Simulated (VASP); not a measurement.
Ge, 4 atoms in the cell. Symmetry: P6_3/mmc, No. 194, hexagonal system. Conventional cell: a = 4.058 Å, b = 4.058 Å, c = 6.693 Å, α = 90.00°, β = 90.00°, γ = 120.00°. Ge (site symmetry 3m) has 4 Ge at 2.49 to 2.51 Å within 3.3 Å. This isn't the form of Ge at room conditions, which is diamond.

- Program: VASP 6.6.1
- Task: relaxation of cell and atoms
- Functional: LDA
- Potentials or basis: VASP PAW LDA potentials, release 64 (Ge_d)
- Cutoff: 600 eV
- k mesh: 12 × 12 × 6
- Occupations: gaussian, width 0.1 eV
- Spin: no spin polarisation
- Dipole correction: no
- Further INCAR settings: ALGO = Fast; EDIFF = 1e-06; IBRION = 2; EDIFFG = -0.005; NSW = 70; ISIF = 3

Potentials or basis: VASP PAW LDA potentials, release 64 (Ge_d).

Launch:

```console
$ cat potpaw_LDA.64/Ge_d/POTCAR > POTCAR
$ mpirun -np 1 vasp_std > vasp.out
```

Hardware: 1 thread of Oxide Virtual Turin-like Processor, with other jobs on the host.

Q: How long does it take, and how much memory?

A: Run time: 38 min on 1 thread of Oxide Virtual Turin-like Processor, on a shared host, peak memory 0.3 GiB. Counts: scf iterations 123, k points 76, ion steps 24.
